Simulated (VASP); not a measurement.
# BaTiO3 (P4mm) in VASP: a series of runs

Runs on BaTiO3. Level: PBE+U. Tasks: single point.

Everything below comes from runs of VASP 6.6.1. Logs are shortened: lines on timing, memory, paths and dates and some standing lists are left out, and cuts for length are marked.

### Step 1. The cell of the first run

Symmetry: P4mm, No. 99, tetragonal system. Conventional cell: a = 4.029 Å, b = 4.029 Å, c = 4.029 Å, α = 90.00°, β = 90.00°, γ = 90.00°. Within 3.7 Å of Ba (site symmetry 4mm) lie 12 O at 2.81 to 2.89 Å and 8 Ti at 3.45 to 3.53 Å. Within 2.4 Å of Ti (site symmetry 4mm) lie 6 O at 1.84 to 2.19 Å. Within 2.4 Å of O (site symmetry 4mm) lie 2 Ti at 1.84 to 2.19 Å. O (site symmetry 2mm) has 2 Ti at 2.02 Å within 2.7 Å.

### Step 2. Single point, PBE+U (atoms displaced along a vibrational mode)

The input, INCAR:

```
PREC     = Accurate       # precision mode
ENCUT    = 520            # plane-wave cutoff, eV
EDIFF    = 1E-7           # SCF threshold, eV
ISMEAR   = 0              # smearing method
SIGMA    = 0.05           # smearing width, eV
LREAL    = F              # projectors in reciprocal space
LASPH    = T              # aspherical terms in the spheres
NELM     = 150            # most SCF steps
ALGO     = Normal         # electronic algorithm
ISIF     = 2              # what is computed and relaxed
LWAVE    = F              # write WAVECAR
LCHARG   = F              # write CHGCAR
LMAXMIX  = 4              # l up to which the mixer works
LDAU     = T              # DFT+U
LDAUTYPE = 2            
LDAUL    = -1 2 -1        # shell
LDAUU    = 0 4 0          # U, eV
LDAUJ    = 0 0 0        
LDAUPRINT= 1            
GGA      = PE             # functional
NBANDS   = 28             # bands
```

The input, KPOINTS:

```
Automatic mesh
0
Gamma
  8 8 8
```

The input, POSCAR:

```
BaTiO3
1.0
    4.0288515454      0.0000000000      0.0000000000
    0.0000000000      4.0288515454      0.0000000000
    0.0000000000      0.0000000000      4.0288515454
Ba Ti O
1 1 3
Direct
    0.5004578627      0.5000000000      0.5000000000
    0.0169457659      0.0000000000      0.0000000000
    0.4724487242      0.0000000000      0.0000000000
   -0.0135391909      0.5000000000      0.0000000000
   -0.0135391909      0.0000000000      0.5000000000
```

Potentials or basis: VASP PAW PBE potentials, release 64 (Ba_sv, Ti_sv, O).

Started as:

```console
cat potpaw_PBE.64/Ba_sv/POTCAR potpaw_PBE.64/Ti_sv/POTCAR potpaw_PBE.64/O/POTCAR > POTCAR
mpirun -np 1 vasp_std > vasp.out
```

OUTCAR:

```text
PREC = Accurate
   ENCUT = 520
   EDIFF = 1E-7
   ISMEAR = 0
   LREAL = F
   LASPH = T
   NELM = 150
   ISIF = 2
   GGA = PE

 ion  position               nearest neighbor table
   1  0.500  0.500  0.500-   4 2.81   5 2.81   4 2.81   5 2.81   3 2.85   3 2.85   3 2.85   3 2.85
                             4 2.89   5 2.89   4 2.89   5 2.89   2 3.45   2 3.45   2 3.45   2 3.45
   2  0.017  0.000  0.000-   3 1.84   4 2.02   5 2.02   5 2.02   4 2.02   3 2.19   1 3.45   1 3.45
                             1 3.45   1 3.45   1 3.53   1 3.53   1 3.53   1 3.53
   3  0.472  0.000  0.000-   2 1.84   2 2.19   1 2.85   1 2.85   1 2.85   1 2.85
   4  0.986  0.500  0.000-   2 2.02   2 2.02   1 2.81   1 2.81   1 2.89   1 2.89
   5  0.986  0.000  0.500-   2 2.02   2 2.02   1 2.81   1 2.81   1 2.89   1 2.89

  LATTYP: Found a simple cubic cell.
 ALAT       =     4.0288515454

  Lattice vectors:

 A1 = (   4.0288515454,   0.0000000000,   0.0000000000)
 A2 = (   0.0000000000,   4.0288515454,   0.0000000000)
 A3 = (   0.0000000000,   0.0000000000,   4.0288515454)

Analysis of symmetry for initial positions (statically):
=====================================================================
 Subroutine PRICEL returns:
 Original cell was already a primitive cell.

 Routine SETGRP: Setting up the symmetry group for a
 simple cubic supercell.

 Subroutine GETGRP returns: Found  8 space group operations
 (whereof  8 operations were pure point group operations)
 out of a pool of 48 trial point group operations.

The static configuration has the point symmetry C_4v.

Analysis of symmetry for dynamics (positions and initial velocities):
=====================================================================
 Subroutine PRICEL returns:
 Original cell was already a primitive cell.

 Routine SETGRP: Setting up the symmetry group for a
 simple cubic supercell.

 Subroutine GETGRP returns: Found  8 space group operations
 (whereof  8 operations were pure point group operations)
 out of a pool of 48 trial point group operations.

The dynamic configuration has the point symmetry C_4v.

 Subroutine INISYM returns: Found  8 space group operations
 (whereof  8 operations are pure point group operations),
 and found     1 'primitive' translations

----------------------------------------------------------------------------------------

                                     Primitive cell

  volume of cell :      65.3949

  direct lattice vectors                    reciprocal lattice vectors
     4.028851545  0.000000000  0.000000000     0.248209692  0.000000000  0.000000000
     0.000000000  4.028851545  0.000000000     0.000000000  0.248209692  0.000000000
     0.000000000  0.000000000  4.028851545     0.000000000  0.000000000  0.248209692

  length of vectors
     4.028851545  4.028851545  4.028851545     0.248209692  0.248209692  0.248209692

  position of ions in fractional coordinates (direct lattice)
     0.500457863  0.500000000  0.500000000
     0.016945766  0.000000000  0.000000000
     0.472448724  0.000000000  0.000000000
     0.986460809  0.500000000  0.000000000
     0.986460809  0.000000000  0.500000000

  ion indices of the primitive-cell ions
   primitive index   ion index
                 1           1
                 2           2
                 3           3
                 4           4
                 5           5

----------------------------------------------------------------------------------------

 KPOINTS: Automatic mesh

Automatic generation of k-mesh.
[... 49 lines left out ...]
   number of dos      NEDOS =    301   number of ions     NIONS =      5
   total plane-waves  NPLWV =  27000
   dimension x,y,z NGX =    30 NGY =   30 NGZ =   30
   dimension x,y,z NGXF=    60 NGYF=   60 NGZF=   60
   ions per type =               1   1   3
   NGX,Y,Z   is equivalent  to a cutoff of  12.38, 12.38, 12.38 a.u.
   NGXF,Y,Z  is equivalent  to a cutoff of  24.76, 24.76, 24.76 a.u.
 SYSTEM =  unknown system
   PREC   = accura    normal or accurate (medium, high low for compatibility)
   ISTART =      0    job   : 0-new  1-cont  2-samecut
   ICHARG =      2    charge: 1-file 2-atom 10-const
   ISPIN  =      1    spin polarized calculation?
   LNONCOLLINEAR =      F non collinear calculations
   LSORBIT =      F    spin-orbit coupling
   LASPH  =      T    aspherical Exc in radial PAW
   ENCUT  =  520.0 eV  38.22 Ry    6.18 a.u.   7.49  7.49  7.49*2*pi/ulx,y,z
   NELM   =    150;   NELMIN=  2; NELMDL= -5     # of ELM steps
   EDIFF  = 0.1E-06   stopping-criterion for ELM
   LREAL  =      F    real-space projection
   EDIFFG = 0.1E-05   stopping-criterion for IOM
   NSW    =      0    number of steps for IOM
   IBRION =     -1    ionic relax: 0-MD 1-quasi-New 2-CG
   NFREE  =      0    steps in history (QN), initial steepest desc. (CG)
   ISIF   =      2    stress and relaxation
   ISYM   =      2    0-nonsym 1-usesym 2-fastsym
   POTIM  = 0.5000    time-step for ionic-motion
   TEBEG  =    0.0;   TEEND  =   0.0 temperature during run
   PSTRESS=    0.0 pullay stress
   NELECT =      40.0000    total number of electrons
   NUPDOWN=      -1.0000    fix difference up-down
   EMIN   =  10.00;   EMAX   =-10.00  energy-range for DOS
   EFERMI =   0.00;   METHOD = LEGACY
   ISMEAR =     0;   SIGMA  =   0.05  broadening in eV -4-tet -1-fermi 0-gaus
   EFERMI_NEDOS =   21; number of points for ismear=-14 and -15
   IALGO  =     38    algorithm
   IMIX   =      4    mixing-type and parameters
     AMIX     =   0.40;   BMIX     =  1.00
     AMIX_MAG =   1.60;   BMIX_MAG =  1.00
  volume/ion in A,a.u.               =      13.08        88.26
  Fermi-wavevector in a.u.,A,eV,Ry     =   1.389676  2.626107 26.275564  1.931199
  Thomas-Fermi vector in A             =   2.513684
   LORBIT       =      0    0 simple, 1 ext, 2 COOP (PROOUT), +10 PAW based schemes
 LDA+U is selected, type is set to LDAUTYPE =  2
   angular momentum for each species LDAUL =    -1    2   -1
   U (eV)           for each species LDAUU =   0.0  4.0  0.0
   J (eV)           for each species LDAUJ =   0.0  0.0  0.0
   GGA     = PE    functional components
   LHFCALC =     F    Hartree Fock is set to
   AEXX    =    0.0000 exact exchange contribution
   IVDW    =     0    specifies the selected vdW correction
   LEPSILON=     F    determine dielectric tensor
   LRPA    =     F    only Hartree local field effects (RPA)
 non-spin polarized calculation
 Gauss-broadening in eV      SIGMA  =   0.05
  energy-cutoff  :      520.00
  volume of cell :       65.39
 maximum number of plane-waves:      1791
 NGX is ok and might be reduce to    30
   NGX = 15   NGY = 15   NGZ = 15

atom =   2  type =  2  l = 2

 onsite density matrix

spin component  1

  0.1129  0.0000 -0.0000  0.0000  0.0000
  0.0000  0.0990  0.0000  0.0000  0.0000
 -0.0000  0.0000  0.2342  0.0000 -0.0112
  0.0000  0.0000  0.0000  0.1129  0.0000
  0.0000  0.0000 -0.0112  0.0000  0.2472

spin component  2

  0.1129  0.0000 -0.0000  0.0000  0.0000
  0.0000  0.0990  0.0000  0.0000  0.0000
 -0.0000  0.0000  0.2342  0.0000 -0.0112
  0.0000  0.0000  0.0000  0.1129  0.0000
  0.0000  0.0000 -0.0112  0.0000  0.2472

 occupancies and eigenvectors

  o =  0.0990  v =  0.0000 -1.0000  0.0000  0.0000 -0.0000  0.0000  0.0000  0.0000  0.0000  0.0000      0.0000  0.0000  0.0000  0.0000  0.0000  0.0000  0.0000  0.0000  0.0000  0.0000
  o =  0.0990  v =  0.0000  0.0000  0.0000  0.0000  0.0000  0.0000 -1.0000  0.0000  0.0000 -0.0000      0.0000  0.0000  0.0000  0.0000  0.0000  0.0000  0.0000  0.0000  0.0000  0.0000
  o =  0.1129  v =  1.0000  0.0000  0.0000  0.0000  0.0000  0.0000  0.0000  0.0000  0.0000  0.0000      0.0000  0.0000  0.0000  0.0000  0.0000  0.0000  0.0000  0.0000  0.0000  0.0000
  o =  0.1129  v =  0.0000  0.0000  0.0000  0.0000  0.0000  1.0000  0.0000  0.0000  0.0000  0.0000      0.0000  0.0000  0.0000  0.0000  0.0000  0.0000  0.0000  0.0000  0.0000  0.0000
  o =  0.1129  v =  0.0000  0.0000 -0.0000  1.0000 -0.0000  0.0000  0.0000  0.0000  0.0000  0.0000      0.0000  0.0000  0.0000  0.0000  0.0000  0.0000  0.0000  0.0000  0.0000  0.0000
  o =  0.1129  v =  0.0000  0.0000  0.0000  0.0000  0.0000  0.0000  0.0000 -0.0000  1.0000 -0.0000      0.0000  0.0000  0.0000  0.0000  0.0000  0.0000  0.0000  0.0000  0.0000  0.0000
  o =  0.2278  v =  0.0000  0.0000  0.0000  0.0000  0.0000  0.0000  0.0000  0.8660  0.0000  0.5000      0.0000  0.0000  0.0000  0.0000  0.0000  0.0000  0.0000  0.0000  0.0000  0.0000
  o =  0.2278  v =  0.0000  0.0000  0.8660  0.0000  0.5000  0.0000  0.0000  0.0000  0.0000  0.0000      0.0000  0.0000  0.0000  0.0000  0.0000  0.0000  0.0000  0.0000  0.0000  0.0000
  o =  0.2537  v =  0.0000 -0.0000 -0.5000  0.0000  0.8660  0.0000  0.0000  0.0000  0.0000  0.0000      0.0000  0.0000  0.0000  0.0000  0.0000  0.0000  0.0000  0.0000  0.0000  0.0000
  o =  0.2537  v =  0.0000  0.0000  0.0000  0.0000  0.0000  0.0000 -0.0000 -0.5000  0.0000  0.8660      0.0000  0.0000  0.0000  0.0000  0.0000  0.0000  0.0000  0.0000  0.0000  0.0000

 number of electron      39.9999978 magnetization

 Free energy of the ion-electron system (eV)
  ---------------------------------------------------
  ext. energy  EPLUGINS =         0.00000000
  ---------------------------------------------------
  free energy    TOTEN  =       -37.27855833 eV

  energy without entropy =      -37.27855833  energy(sigma->0) =      -37.27855833

 E-fermi :   4.1312     XC(G=0): -11.1530

 val. band max:        3.8867047777   @ k =   0.5000   0.5000   0.5000
 cond. band min:       6.1415902440   @ k =   0.0000   0.0000   0.0000
 fundamental gap:      2.2548854663
 Fermi energy:         4.1312264990

 k-point     1 :       0.0000    0.0000    0.0000
  band No.  band energies     occupation
      1     -53.8107      2.00000
      2     -30.0347      2.00000
      3     -29.9652      2.00000
      4     -29.9652      2.00000
      5     -21.0731      2.00000
      6     -13.1015      2.00000
[... 733 lines left out ...]
     27      11.8966      0.00000
     28      12.2268      0.00000

 [... further k-points ...]
[... 5 lines left out ...]
  --------------------------------------------------------------------------------------
  -------------------------------------------------------------------------------------
  Total        3.6672955      1.6106883      1.6106883      0.0000000      0.0000000      0.0000000
  in kB       89.8488856     39.4619285     39.4619285      0.0000000      0.0000000      0.0000000
  external PRESSURE =      56.2575809 kB  Pullay stress =       0.0000000 kB

 VOLUME and BASIS-vectors are now :
 -----------------------------------------------------------------------------
  energy-cutoff  :      520.00
  volume of cell :       65.39
      direct lattice vectors                 reciprocal lattice vectors
     4.028851545  0.000000000  0.000000000     0.248209692  0.000000000  0.000000000
     0.000000000  4.028851545  0.000000000     0.000000000  0.248209692  0.000000000
     0.000000000  0.000000000  4.028851545     0.000000000  0.000000000  0.248209692

 POSITION                                       TOTAL-FORCE (eV/Angst)
 -----------------------------------------------------------------------------------
      2.01627      2.01443      2.01443         0.024919      0.000000     -0.000000
      0.06827      0.00000      0.00000        -0.931281      0.000000     -0.000000
      1.90343      0.00000      0.00000         0.982881     -0.000000      0.000000
      3.97430      2.01443      0.00000        -0.038259     -0.000000     -0.000000
      3.97430      0.00000      2.01443        -0.038259     -0.000000      0.000000
 -----------------------------------------------------------------------------------
    total drift:                                0.000337      0.000000      0.000006

  FREE ENERGIE OF THE ION-ELECTRON SYSTEM (eV)
  ---------------------------------------------------
  free  energy   TOTEN  =       -37.2785583279 eV

  energy  without entropy=      -37.2785583279  energy(sigma->0) =      -37.27855833
```

It took 2.2 min on 1 thread of AMD EPYC 7R13 (Zen 3), shared host; peak memory 0.24 GiB.

What came out:

```yaml
Free_energy: -37.2786 eV
Pressure: 5.6 GPa
Largest_force: 0.983 eV/Å
Band_gap_on_the_k_mesh: 2.25 eV (least direct gap 2.64 eV)
```

Forces on the atoms (eV/Å):
```
Ba   0.025  0.000  0.000
Ti  -0.931  0.000  0.000
O    0.983  0.000  0.000
O   -0.038  0.000  0.000
O   -0.038  0.000  0.000
```

Stress tensor (GPa, compression positive):
```
8.98 0.00 0.00
0.00 3.95 0.00
0.00 0.00 3.95
```

Eigenvalues of the final occupation matrices:
```
    site  spin  trace               eigenvalues
site 2 d     1   0.81  0.10 0.11 0.11 0.23 0.25
site 2 d     2   0.81  0.10 0.11 0.11 0.23 0.25
```

Caveat: the cell differs from its parent crystal (atoms displaced along a vibrational mode); the stress differs along the axes, from 4 to 9 GPa; spin-orbit coupling is left out, which moves the levels of the heavy elements.

### Step 3. Single point, PBE+U (atoms displaced along a vibrational mode)

The input, INCAR:

```
SYSTEM = BaTiO3
ALGO     = Normal         ! electronic algorithm
EDIFF    = 1E-6           ! SCF threshold, eV
ENCUT    = 520            ! plane-wave cutoff, eV
GGA      = PE             ! functional
ISIF     = 2              ! what is computed and relaxed
ISMEAR   = 0              ! smearing method
LASPH    = .TRUE.         ! aspherical terms in the spheres
LCHARG   = .FALSE.        ! write CHGCAR
LDAU     = .TRUE.         ! DFT+U
LDAUJ    = 0 0 0        
LDAUL    = -1 2 -1        ! shell
LDAUPRINT= 1            
LDAUTYPE = 2            
LDAUU    = 0 4 0          ! U, eV
LMAXMIX  = 4              ! l up to which the mixer works
LREAL    = .FALSE.        ! projectors in reciprocal space
LWAVE    = .FALSE.        ! write WAVECAR
NBANDS   = 28             ! bands
NELM     = 150            ! most SCF steps
PREC     = Accurate       ! precision mode
SIGMA    = 0.05           ! smearing width, eV
```

The input, KPOINTS:

```
k-points
0
G
  8 8 8
  0 0 0
```

The input, POSCAR:

```
BaTiO3
1.0
    4.0288515454      0.0000000000      0.0000000000
    0.0000000000      4.0288515454      0.0000000000
    0.0000000000      0.0000000000      4.0288515454
Ba Ti O
1 1 3
Direct
    0.5003431908      0.5000000000      0.5000000000
    0.0127016912      0.0000000000      0.0000000000
    0.4793489537      0.0000000000      0.0000000000
   -0.0101482944      0.5000000000      0.0000000000
   -0.0101482944      0.0000000000      0.5000000000
```

Potentials or basis: VASP PAW PBE potentials, release 64 (Ba_sv, Ti_sv, O).

Started as:

```console
cat potpaw_PBE.64/Ba_sv/POTCAR potpaw_PBE.64/Ti_sv/POTCAR potpaw_PBE.64/O/POTCAR > POTCAR
mpirun -np 1 vasp_std > vasp.out
```

Wall time 2 min (1 thread of AMD EPYC 7R13 (Zen 3), shared host); peak memory 0.24 GiB.

It converged, with:

```
Free energy            : -37.3101 eV
Pressure               : 4.7 GPa
Largest force          : 0.550 eV/Å
Band gap on the k mesh : 2.22 eV (least direct gap 2.54 eV)
```

Forces in eV/Å, atoms in the order of the input:
```
Ba   0.013  0.000  0.000
Ti  -0.480  0.000  0.000
O    0.550  0.000  0.000
O   -0.042  0.000  0.000
O   -0.042  0.000  0.000
```

Stress tensor (GPa, compression positive):
```
6.52 0.00 0.00
0.00 3.75 0.00
0.00 0.00 3.75
```

Levels at points of the mesh, in eV from the valence-band top:
| k point | band 18 | band 19 | band 20 | band 21 | band 22 | band 23 |
| --- | --- | --- | --- | --- | --- | --- |
| (0.00, 0.00, 0.00) | -0.36 | -0.33 | -0.33 | 2.22 | 2.38 | 2.38 |
| (0.50, 0.00, 0.00) | -1.90 | -0.78 | -0.78 | 2.40 | 3.90 | 3.92 |
| (0.00, 0.50, 0.00) | -1.62 | -0.99 | -0.92 | 2.54 | 3.85 | 3.86 |
| (0.50, 0.50, 0.00) | -0.92 | -0.90 | -0.17 | 3.88 | 3.93 | 4.29 |
| (0.00, 0.50, 0.50) | -1.03 | -1.03 | -0.09 | 3.89 | 3.89 | 4.29 |
| (0.50, 0.50, 0.50) | -0.09 | -0.09 | 0.00 | 4.51 | 4.52 | 4.52 |

Eigenvalues of the final occupation matrices:
| site | spin | trace | eigenvalues |
| --- | --- | --- | --- |
| site 2 d | 1 | 0.79 | 0.10 0.11 0.11 0.23 0.24 |
| site 2 d | 2 | 0.79 | 0.10 0.11 0.11 0.23 0.24 |

Caveat: the cell differs from its parent crystal (atoms displaced along a vibrational mode); the cell stands under pressure; spin-orbit coupling is left out, which moves the levels of the heavy elements. A k mesh can miss the band edges.

(Part 1 of 2 ends here.)
